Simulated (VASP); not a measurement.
# LiAl32O48 (a cell with a defect) in VASP: notebook, part 2 of 2

VASP 6.6.1. The steps go on from the part before.

## (3) Single point, PBE

Input file INCAR:

```
SYSTEM = LiAl32O48
  PREC = Accurate
  ENCUT = 520
  EDIFF = 1E-7
  ISMEAR = -1
  SIGMA = 0.01
  LREAL = Auto
  LASPH = .True.
  NELM = 80
  ALGO = Normal
  ISIF = 2
  LWAVE = .False.
  LCHARG = .False.
  GGA = PE
  NBANDS = 240
  NELECT = 386.0
```

Input file KPOINTS:

```
Automatic mesh
0
Gamma
  1 1 1
  0 0 0
```

Input file POSCAR:

```
LiAl32O48
1.0
    4.8078835200      2.7758328500      8.7484141900
   -4.8078835200      2.7758328500      8.7484141900
    0.0000000000     -5.5516656900      8.7484141900
Al O Li
32 48 1
Direct
    0.3226713300      0.3325238981      0.3448686474
    0.4288535554      0.4307851746      0.4313933078
    0.0694509824      0.0727613787      0.0750298680
    0.1689613182      0.1709578308      0.1745156849
    0.3223304195      0.3233497869      0.8247035364
    0.4297310421      0.4369348356      0.9112075359
    0.0735608542      0.0746985690      0.5748612318
    0.1713882782      0.1757217859      0.6829185564
    0.3235835869      0.8249387029      0.3250982681
    0.4257010001      0.9264323489      0.4292503009
    0.0723620444      0.5756783144      0.0744875032
    0.1749030543      0.6776858255      0.1769701699
    0.3229750451      0.8261854474      0.8249975234
    0.4253996128      0.9260163582      0.9280637801
    0.0705139409      0.5755644459      0.5781093079
    0.1758208849      0.6774447263      0.6765534748
    0.8238793660      0.3247193946      0.3243774520
    0.9262544923      0.4264385151      0.4276171907
    0.5851586113      0.0657643727      0.0664480576
    0.6727338222      0.1765976347      0.1801926151
    0.8196959338      0.3250098645      0.8264568176
    0.9233966631      0.4264711469      0.9276268957
    0.5733757009      0.0733708671      0.5769483517
    0.6767268279      0.1773391056      0.6746246052
    0.8234227587      0.8242235268      0.3245135397
    0.9244095785      0.9256450494      0.4282728001
    0.5721420515      0.5744137372      0.0757021849
    0.6765401751      0.6765152161      0.1750911631
    0.8238383690      0.8238799674      0.8235010790
    0.9292689017      0.9248734126      0.9249319810
    0.5765200294      0.5773378529      0.5681991298
    0.6750824801      0.6776686492      0.6768714531
    0.2228729003      0.0344617218      0.3714991163
    0.4693536997      0.1273605975      0.2888119058
    0.0344423500      0.3722704179      0.2203903711
    0.3773522826      0.2159153433      0.0271382993
    0.1265396348      0.2811421739      0.4716154940
    0.2818327828      0.4709989712      0.1262291630
    0.2195424543      0.0275910486      0.8783263561
    0.4716076766      0.1250171252      0.7803048609
    0.0253000076      0.3759567972      0.7246761684
    0.3708641337      0.2245086746      0.5382277259
    0.1232906265      0.2776724864      0.9725529025
    0.2765757203      0.4742556342      0.6276561906
    0.2197597798      0.5332781905      0.3781972209
    0.4719469073      0.6269088561      0.2795067304
    0.0255694229      0.8751430415      0.2235612367
    0.3738825641      0.7219989428      0.0301446261
    0.1238281779      0.7804397591      0.4732517755
    0.2758347800      0.9706529856      0.1273775703
    0.2227100732      0.5279547810      0.8763316153
    0.4713353999      0.6312211369      0.7739217190
    0.0294748723      0.8752206112      0.7218715366
    0.3746559056      0.7244293544      0.5273799132
    0.1254652208      0.7775057677      0.9731319993
    0.2757705904      0.9738424105      0.6270036800
    0.7203793852      0.0283902831      0.3773597978
    0.9694704598      0.1252792511      0.2791432872
    0.5263368558      0.3757963951      0.2281050740
    0.8710695286      0.2221761045      0.0304507063
    0.6256659860      0.2786475957      0.4737913797
    0.7777071375      0.4716446063      0.1262106998
    0.7255547280      0.0275215943      0.8707633464
    0.9698279041      0.1263509390      0.7795934561
    0.5279494525      0.3782521903      0.7190936039
    0.8762354918      0.2229434587      0.5274838584
    0.6193686522      0.2786956735      0.9736799293
    0.7763857255      0.4726456299      0.6259447995
    0.7243451876      0.5283525026      0.3727698163
    0.9723127897      0.6246469211      0.2787165711
    0.5286086345      0.8762266650      0.2217759573
    0.8749933754      0.7226221715      0.0280956609
    0.6254382359      0.7791715776      0.4707403521
    0.7766303817      0.9726879600      0.1246927241
    0.7182965218      0.5281544362      0.8774619703
    0.9706979260      0.6249385096      0.7799983422
    0.5264194086      0.8762080408      0.7235275996
    0.8737568485      0.7220755532      0.5299735553
    0.6244635613      0.7784600125      0.9729739944
    0.7775378679      0.9723558156      0.6256175290
    0.3199486074      0.2582848839      0.1931079031
```

Potentials or basis: VASP PAW PBE potentials, release 64 (Al, O, Li_sv).

Launch:

```sh
> cat potpaw_PBE.64/Al/POTCAR potpaw_PBE.64/O/POTCAR potpaw_PBE.64/Li_sv/POTCAR > POTCAR
> mpirun -np 1 vasp_gam > vasp.out
```

OUTCAR:

```text
SYSTEM = LiAl32O48
   PREC = Accurate
   ENCUT = 520
   EDIFF = 1E-7
   ISMEAR = -1
   LREAL = Auto
   LASPH = .True.
   NELM = 80
   ISIF = 2
   GGA = PE
   NELECT = 386.0

 ion  position               nearest neighbor table
   1  0.323  0.333  0.345-  45 1.86  42 1.86  37 1.88  59 1.92  34 1.97  38 2.02  81 2.13   2 2.55
                             8 2.74  12 2.81  20 2.85  18 3.31  15 3.35
   2  0.429  0.431  0.431-  46 1.84  61 1.85  44 1.85  59 2.02  42 2.04  45 2.05   1 2.55  27 2.84
                            23 2.85  15 2.86   5 3.19   9 3.20  17 3.21
   3  0.069  0.073  0.075-  39 1.85  47 1.86  60 1.87  58 2.00  43 2.01  50 2.02   4 2.60  26 2.82
                            22 2.83  14 2.84   8 3.20  12 3.22  20 3.23
[... 651 lines left out ...]
  external PRESSURE =      -9.9816670 kB  Pullay stress =       0.0000000 kB

 VOLUME and BASIS-vectors are now :
 -----------------------------------------------------------------------------
  energy-cutoff  :      520.00
  volume of cell :      700.53
      direct lattice vectors                 reciprocal lattice vectors
     4.807883520  2.775832850  8.748414190     0.103995864  0.060042040  0.038102144
    -4.807883520  2.775832850  8.748414190    -0.103995864  0.060042040  0.038102144
     0.000000000 -5.551665690  8.748414190     0.000000000 -0.120084080  0.038102144

 POSITION                                       TOTAL-FORCE (eV/Angst)
 -----------------------------------------------------------------------------------
     -0.04737     -0.09588      8.74897         0.091145      0.182409      0.109092
     -0.00929     -0.00874     11.29448         0.007566      0.006891      0.069692
     -0.01592     -0.02178      1.90052        -0.006267      0.022144     -0.107647
     -0.00960     -0.02529      4.50049        -0.011238     -0.008306     -0.247622
     -0.00490     -2.78618     12.86353         0.015864      0.025513      0.054921
     -0.03464     -2.65300     15.55357         0.139123     -0.217300      0.175219
[... 73 lines left out ...]
     -0.93666      1.38419     20.78196         0.008067      0.013564      0.008565
      0.29647      0.53301      6.74801        -0.818613     -1.473733     -0.985925
 -----------------------------------------------------------------------------------
    total drift:                                0.004204     -0.001421      0.002998

  FREE ENERGIE OF THE ION-ELECTRON SYSTEM (eV)
  ---------------------------------------------------
  free  energy   TOTEN  =      -607.9624494608 eV

  energy  without entropy=     -607.9624494608  energy(sigma->0) =     -607.96244946
```

Run time: 14 min. Hardware: 1 thread of Intel Xeon 8259CL, shared host; peak memory 0.96 GiB.

Results:

```yaml
Free_energy: -607.9624 eV
Largest_force: 1.953 eV/Å
```

Forces in eV/Å, atoms in the order of the input:
```
Al   0.091  0.182  0.109
Al   0.008  0.007  0.070
Al  -0.006  0.022 -0.108
Al  -0.011 -0.008 -0.248
Al   0.016  0.026  0.055
Al   0.139 -0.217  0.175
Al   0.018  0.014 -0.004
Al   0.014  0.074  0.009
Al   0.009  0.010  0.003
Al   0.050  0.042  0.026
Al  -0.020  0.047 -0.016
Al   0.013  0.008  0.019
Al   0.023  0.009 -0.022
Al   0.000  0.024  0.003
Al   0.006  0.021  0.010
Al   0.017 -0.011  0.042
Al  -0.014 -0.006  0.004
Al   0.008  0.008  0.041
Al  -0.131  0.027  0.126
Al  -0.039  0.050 -0.035
Al   0.023  0.023  0.005
Al  -0.003  0.010  0.012
Al   0.009  0.014  0.010
Al   0.005 -0.007  0.039
Al  -0.009  0.020 -0.005
Al  -0.003  0.005  0.000
Al  -0.002  0.024  0.033
Al  -0.016  0.010  0.049
Al  -0.009  0.007  0.005
Al  -0.026  0.004  0.008
Al   0.008 -0.076  0.013
Al   0.009 -0.003  0.018
O   -0.040  0.091  0.025
O   -0.012  0.145 -0.066
O    0.091  0.055  0.031
O    0.039  0.063 -0.113
O    0.056  0.133  0.010
O    0.103  0.023  0.048
O    0.006  0.026 -0.021
O   -0.003  0.009 -0.003
O    0.010  0.030  0.000
O    0.025  0.045  0.013
O    0.007  0.021 -0.033
O    0.003  0.009  0.030
O   -0.004  0.029  0.033
O    0.000  0.014  0.039
O    0.003  0.004 -0.008
O    0.004  0.002  0.003
O   -0.009  0.019  0.024
O    0.009 -0.009 -0.037
O    0.028 -0.005  0.039
O    0.049 -0.046 -0.002
O    0.008  0.021  0.011
O   -0.005  0.014  0.013
O    0.018  0.004  0.007
O    0.018  0.049 -0.005
O   -0.032  0.020 -0.016
O   -0.025 -0.005 -0.028
O    0.018  0.037  0.088
O    0.000  0.019 -0.001
O    0.000  0.005  0.043
O    0.017  0.018  0.033
O   -0.007 -0.010  0.032
O    0.020  0.054  0.005
O    0.030 -0.037  0.048
O    0.016  0.026  0.021
O    0.092  0.056  0.073
O    0.024  0.019  0.023
O    0.013  0.009  0.029
O    0.030  0.028  0.005
O   -0.019  0.027  0.038
O    0.012  0.014  0.007
O    0.008  0.006  0.014
O    0.023  0.009  0.016
O    0.005  0.016  0.023
O    0.002  0.009  0.014
O    0.007  0.011  0.007
O    0.002  0.013  0.008
O   -0.006  0.011  0.011
O    0.008  0.014  0.009
Li  -0.819 -1.474 -0.986
```

Caveat: the k points lie up to 0.79 Å⁻¹ apart; the cell carries a net charge on a neutralising background, which shifts energy and pressure; the cell is charged against a uniform background, so pressure and absolute levels hang on convention; the cutoff is under 1.25 times the usual one of these potentials, so pressure, stress and relaxed cells hold a basis-set (Pulay) error.
